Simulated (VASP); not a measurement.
# MgO (Fm-3m) in VASP: elastic constants with PBEsol

Aim: the elastic constants of MgO with PBEsol.

All numbers are computed with VASP 6.6.1; they aren't measurements. Logs are shortened: lines on timing, memory, paths and dates and some standing lists are left out, and cuts for length are marked.

### Step 1. The cell of the first run

Symmetry: Fm-3m, No. 225, cubic system. Conventional cell: a = 4.214 Å, b = 4.214 Å, c = 4.214 Å, α = 90.00°, β = 90.00°, γ = 90.00°. Mg (site symmetry m-3m) has 6 O at 2.11 Å within 2.8 Å. O (site symmetry m-3m) has 6 Mg at 2.11 Å within 2.8 Å.

### Step 2. Elastic constants, PBEsol

The input, INCAR:

```
PREC     = Accurate       # precision mode
ENCUT    = 600            # plane-wave cutoff, eV
EDIFF    = 1E-8           # SCF threshold, eV
ISMEAR   = 0              # smearing method
SIGMA    = 0.01           # smearing width, eV
LREAL    = False          # projectors in reciprocal space
LASPH    = True           # aspherical terms in the spheres
NELM     = 60             # most SCF steps
ALGO     = Normal         # electronic algorithm
ISIF     = 3              # what is computed and relaxed
LWAVE    = False          # write WAVECAR
LCHARG   = False          # write CHGCAR
GGA      = PS             # functional
IBRION   = 6              # ionic algorithm
NFREE    = 2            
POTIM    = 0.015          # step
NSW      = 1              # ionic steps
```

The input, KPOINTS:

```
regular mesh
0
Gamma
  10 10 10
```

The input, POSCAR:

```
MgO
1.0
    0.0000000000      2.1071526445      2.1071526445
    2.1071526445      0.0000000000      2.1071526445
    2.1071526445      2.1071526445      0.0000000000
Mg O
1 1
Direct
    0.0000000000      0.0000000000      0.0000000000
    0.5000000000      0.5000000000      0.5000000000
```

Potentials or basis: VASP PAW PBE potentials, release 64 (Mg, O).

On the command line:

```console
$ cat potpaw_PBE.64/Mg/POTCAR potpaw_PBE.64/O/POTCAR > POTCAR
$ mpirun -np 1 vasp_std > vasp.out
```

OUTCAR:

```text
PREC = Accurate
   ENCUT = 600
   EDIFF = 1E-8
   ISMEAR = 0
   LREAL = False
   LASPH = True
   NELM = 60
   ISIF = 3
   GGA = PS
   IBRION = 6
   NFREE = 2
   POTIM = 0.015
   NSW = 1

 ion  position               nearest neighbor table
   1  0.000  0.000  0.000-   2 2.11   2 2.11   2 2.11   2 2.11   2 2.11   2 2.11
   2  0.500  0.500  0.500-   1 2.11   1 2.11   1 2.11   1 2.11   1 2.11   1 2.11

  LATTYP: Found a face centered cubic cell.
 ALAT       =     4.2143052890

  Lattice vectors:

 A1 = (   0.0000000000,   2.1071526445,   2.1071526445)
 A2 = (   2.1071526445,   0.0000000000,   2.1071526445)
 A3 = (   2.1071526445,   2.1071526445,   0.0000000000)

Analysis of symmetry for initial positions (statically):
=====================================================================
 Subroutine PRICEL returns:
 Original cell was already a primitive cell.

 Routine SETGRP: Setting up the symmetry group for a
 face centered cubic supercell.

 Subroutine GETGRP returns: Found 48 space group operations
 (whereof 48 operations were pure point group operations)
 out of a pool of 48 trial point group operations.

The static configuration has the point symmetry O_h .

Analysis of symmetry for dynamics (positions and initial velocities):
=====================================================================
 Subroutine PRICEL returns:
 Original cell was already a primitive cell.

 Routine SETGRP: Setting up the symmetry group for a
 face centered cubic supercell.

 Subroutine GETGRP returns: Found 48 space group operations
 (whereof 48 operations were pure point group operations)
 out of a pool of 48 trial point group operations.

The dynamic configuration has the point symmetry O_h .

 Subroutine INISYM returns: Found 48 space group operations
 (whereof 48 operations are pure point group operations),
 and found     1 'primitive' translations

----------------------------------------------------------------------------------------

                                     Primitive cell

  volume of cell :      18.7119

  direct lattice vectors                    reciprocal lattice vectors
     0.000000000  2.107152645  2.107152645    -0.237287033  0.237287033  0.237287033
     2.107152645  0.000000000  2.107152645     0.237287033 -0.237287033  0.237287033
     2.107152645  2.107152645  0.000000000     0.237287033  0.237287033 -0.237287033

  length of vectors
     2.979963848  2.979963848  2.979963848     0.410993198  0.410993198  0.410993198

  position of ions in fractional coordinates (direct lattice)
     0.000000000  0.000000000  0.000000000
     0.500000000  0.500000000  0.500000000

  ion indices of the primitive-cell ions
   primitive index   ion index
                 1           1
                 2           2

----------------------------------------------------------------------------------------

 KPOINTS: regular mesh

Automatic generation of k-mesh.
 Grid dimensions read from file:
 generate k-points for:   10   10   10

 Generating k-lattice:

  Cartesian coordinates                     Fractional coordinates (reciprocal lattice)
    -0.023728703  0.023728703  0.023728703     0.100000000  0.000000000  0.000000000
     0.023728703 -0.023728703  0.023728703     0.000000000  0.100000000  0.000000000
     0.023728703  0.023728703 -0.023728703     0.000000000  0.000000000  0.100000000

  Length of vectors
     0.041099320  0.041099320  0.041099320

  Shift w.r.t. Gamma in fractional coordinates (k-lattice)
     0.000000000  0.000000000  0.000000000

 Subroutine IBZKPT returns following result:
 ===========================================

 Found     47 irreducible k-points:

 Following reciprocal coordinates:
            Coordinates               Weight
  0.000000  0.000000  0.000000      1.000000
  0.100000  0.000000  0.000000      8.000000
  0.200000  0.000000  0.000000      8.000000
  0.300000  0.000000  0.000000      8.000000
[... 62 lines left out ...]
  Thomas-Fermi vector in A             =   2.368027
   LORBIT       =      0    0 simple, 1 ext, 2 COOP (PROOUT), +10 PAW based schemes
   GGA     = PS    functional components
   LHFCALC =     F    Hartree Fock is set to
   AEXX    =    0.0000 exact exchange contribution
   IVDW    =     0    specifies the selected vdW correction
   LEPSILON=     F    determine dielectric tensor
   LRPA    =     F    only Hartree local field effects (RPA)
 finite differences with symmetry
 non-spin polarized calculation
 Gauss-broadening in eV      SIGMA  =   0.01
  energy-cutoff  :      600.00
  volume of cell :       18.71
 maximum number of plane-waves:       636
   NGX = 11   NGY = 11   NGZ = 11

--------------------------------------- Ionic step        1  -------------------------------------------

 number of electron       8.0000005 magnetization

 Free energy of the ion-electron system (eV)
  ---------------------------------------------------
  ext. energy  EPLUGINS =         0.00000000
  ---------------------------------------------------
  free energy    TOTEN  =       -12.51543817 eV

  energy without entropy =      -12.51543817  energy(sigma->0) =      -12.51543817

------------------------ aborting loop because EDIFF is reached ----------------------------------------

  FORCE on cell =-STRESS in cart. coord.  units (eV):
  Direction    XX          YY          ZZ          XY          YZ          ZX
  --------------------------------------------------------------------------------------
  -------------------------------------------------------------------------------------
  Total       -0.0855615     -0.0855615     -0.0855615     -0.0000000     -0.0000000      0.0000000
  in kB       -7.3260717     -7.3260717     -7.3260717     -0.0000000     -0.0000000      0.0000000
  external PRESSURE =      -7.3260717 kB  Pullay stress =       0.0000000 kB
[... 89 lines left out ...]
  FREE ENERGIE OF THE ION-ELECTRON SYSTEM (eV)
  ---------------------------------------------------
  free  energy   TOTEN  =       -12.5126244620 eV

  energy  without entropy=      -12.5126244620  energy(sigma->0) =      -12.51262446

[... ionic steps 4 to 14 ...]

--------------------------------------- Ionic step       15  -------------------------------------------

 number of electron       8.0000005 magnetization

------------------------ aborting loop because EDIFF is reached ----------------------------------------
[... 67 lines left out ...]
--------------------------------------- Ionic step       17  -------------------------------------------

 number of electron       8.0000002 magnetization

 Free energy of the ion-electron system (eV)
  ---------------------------------------------------
  ext. energy  EPLUGINS =         0.00000000
  ---------------------------------------------------
  free energy    TOTEN  =       -12.51482865 eV

  energy without entropy =      -12.51482865  energy(sigma->0) =      -12.51482865

 E-fermi :   3.1047     XC(G=0): -11.3021

 val. band max:        3.0531966162   @ k =   0.0000   0.0000   0.0000
 cond. band min:       7.6734127310   @ k =   0.0000   0.0000   0.0000
 fundamental gap:      4.6202161148
 Fermi energy:         3.1047276969

 k-point     1 :       0.0000    0.0000    0.0000
  band No.  band energies     occupation
      1     -14.1434      2.00000
      2       3.0529      2.00000
      3       3.0532      2.00000
      4       3.0532      2.00000
      5       7.6734      0.00000
      6      18.6792      0.00000
      7      18.6797      0.00000
      8      18.6797      0.00000
[... 243 lines left out ...]
 k-point    24 :       0.4000    0.3000    0.0000
  band No.  band energies     occupation
      1     -12.8817      2.00000
      2      -0.5683      2.00000
      3       1.7325      2.00000
      4       1.9558      2.00000
      5      12.5056      0.00000
      6      13.0553      0.00000
      7      16.5161      0.00000
      8      21.0784      0.00000

 [... further k-points ...]

------------------------ aborting loop because EDIFF is reached ----------------------------------------

  FORCE on cell =-STRESS in cart. coord.  units (eV):
  Direction    XX          YY          ZZ          XY          YZ          ZX
  --------------------------------------------------------------------------------------
  -------------------------------------------------------------------------------------
  Total       -0.0766419     -0.0859743     -0.0859743     -0.0000000      0.0000000      0.0000000
  in kB       -6.5623423     -7.3614160     -7.3614160     -0.0000000      0.0000000      0.0000000
  external PRESSURE =      -7.0950581 kB  Pullay stress =       0.0000000 kB
[... 17 lines left out ...]
  FREE ENERGIE OF THE ION-ELECTRON SYSTEM (eV)
  ---------------------------------------------------
  free  energy   TOTEN  =       -12.5148286537 eV

  energy  without entropy=      -12.5148286537  energy(sigma->0) =      -12.51482865

 INTERNAL STRAIN TENSORS FROM STRAINED CELLS
 ============================================

 INTERNAL STRAIN TENSOR FOR ION    1 for displacements in x,y,z  (eV/Angst):
          X           Y           Z          XY          YZ          ZX
  --------------------------------------------------------------------------------
  x    -0.00000     0.00000     0.00000    -0.00000     0.00000    -0.00000
  y     0.00000    -0.00000     0.00000     0.00000     0.00000     0.00000
  z     0.00000     0.00000    -0.00000    -0.00000    -0.00000    -0.00000

 INTERNAL STRAIN TENSORS FROM DISPLACED ATOMS
 ============================================

 INTERNAL STRAIN TENSOR FOR ION    1 for displacements in x,y,z  (eV/Angst):
          X           Y           Z          XY          YZ          ZX
  --------------------------------------------------------------------------------
  x     0.00000     0.00000     0.00000     0.00000     0.00000     0.00000
  y     0.00000     0.00000     0.00000     0.00000     0.00000     0.00000
  z     0.00000     0.00000     0.00000     0.00000     0.00000     0.00000

 INTERNAL STRAIN TENSOR FOR ION    2 for displacements in x,y,z  (eV/Angst):
          X           Y           Z          XY          YZ          ZX
  --------------------------------------------------------------------------------
  x     0.00000     0.00000     0.00000     0.00000     0.00000     0.00000
  y     0.00000     0.00000     0.00000     0.00000     0.00000     0.00000
  z     0.00000     0.00000     0.00000     0.00000     0.00000     0.00000

 Eigenvectors and eigenvalues of the dynamical matrix
 ----------------------------------------------------

   1 f  =   11.691873 THz    73.462205 2PiTHz  389.998905 cm-1    48.353680 meV
             X         Y         Z           dx          dy          dz
      0.000000  0.000000  0.000000     0.030015    0.629076    0.000000
      2.107153  2.107153  2.107153    -0.037020   -0.775881    0.000000
[... 21 lines left out ...]
   6 f/i=    0.004008 THz     0.025184 2PiTHz    0.133699 cm-1     0.016577 meV
             X         Y         Z           dx          dy          dz
      0.000000  0.000000  0.000000    -0.254146    0.734011    0.000000
      2.107153  2.107153  2.107153    -0.206059    0.595128    0.000000

--------------------------------------------------------------------------------------------------------

 ELASTIC MODULI CONTR FROM IONIC RELAXATION (kBar)
 Direction    XX          YY          ZZ          XY          YZ          ZX
 --------------------------------------------------------------------------------
 XX           0.0000      0.0000      0.0000      0.0000      0.0000      0.0000
 YY           0.0000      0.0000      0.0000      0.0000      0.0000      0.0000
 ZZ           0.0000      0.0000      0.0000      0.0000      0.0000      0.0000
 XY           0.0000      0.0000      0.0000      0.0000      0.0000      0.0000
 YZ           0.0000      0.0000      0.0000      0.0000      0.0000      0.0000
 ZX           0.0000      0.0000      0.0000      0.0000      0.0000      0.0000
 --------------------------------------------------------------------------------

 TOTAL ELASTIC MODULI (kBar)
 Direction    XX          YY          ZZ          XY          YZ          ZX
 --------------------------------------------------------------------------------
 XX        2943.9452    904.5491    904.5491      0.0000     -0.0000     -0.0000
 YY         904.5491   2943.9452    904.5491      0.0000      0.0000      0.0000
 ZZ         904.5491    904.5491   2943.9452      0.0000      0.0000      0.0000
 XY           0.0000      0.0000      0.0000   1453.0905      0.0000      0.0000
 YZ          -0.0000      0.0000      0.0000      0.0000   1453.0905      0.0000
 ZX          -0.0000      0.0000      0.0000      0.0000      0.0000   1453.0905
 --------------------------------------------------------------------------------
```

Run time: 4.2 min. Hardware: 1 thread of Intel Xeon 8259CL, shared host; peak memory 0.24 GiB.

What came out:

| Item | Value |
| --- | --- |
| Elastic constants C11, C12, C44 | 294, 90, 145 GPa |
| Voigt bulk modulus | 158 GPa |
| Highest phonon frequency at Γ, LO-TO splitting left out | 390 cm⁻¹ |

Phonon frequencies in cm⁻¹ (negative: imaginary):
| q point | frequencies |
| --- | --- |
| (0.000, 0.000, 0.000) | 0 0 0 390 390 390 |

Elastic tensor in Voigt notation (GPa, in the Cartesian axes of the cell as first typed):
```
294  90  90   0   0   0
 90 294  90   0   0   0
 90  90 294   0   0   0
  0   0   0 145   0   0
  0   0   0   0 145   0
  0   0   0   0   0 145
```

Clamped-ion elastic tensor (GPa):
```
294  90  90   0   0   0
 90 294  90   0   0   0
 90  90 294   0   0   0
  0   0   0 145   0   0
  0   0   0   0 145   0
  0   0   0   0   0 145
```

Caveat: the PAW data sets were made with another functional, which shifts forces and pressure a little.
